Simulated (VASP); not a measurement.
Crystal: C.

```
C
1.0
     0.00000    1.78337    1.78337
     1.78337    0.00000    1.78337
     1.78337    1.78337    0.00000
C
2
Direct
  0.75000 0.75000 0.75000
  0.50000 0.50000 0.50000
```

Base run:

| Quantity | Value |
| --- | --- |
| Program | VASP 6.6.1 |
| Functional | PBE0 |
| Potentials or basis | VASP PAW PBE potentials, release 64 (C) |
| Cutoff | 520 eV |
| k mesh | 8 × 8 × 8 |
| Occupations | fermi-dirac, width 0.05 eV |
| Spin | no spin polarisation |

Its results: band gap on the k mesh 6.04 eV (least direct gap 7.71 eV); pressure -7.5 GPa.

Q: The run is repeated on the same cell with these changes: k mesh from 8 × 8 × 8 to 7 × 7 × 7. What comes out?

A: Band gap on the k mesh 6.18 eV (least direct gap 7.73 eV); pressure -7.5 GPa.

Caveats: some runs use coarse meshes; the PAW data sets were made with another functional, which shifts forces and pressure a little; the cell stands under tension (at least some runs); an odd mesh through Γ misses points on the zone boundary, where band edges can lie (at least some runs).
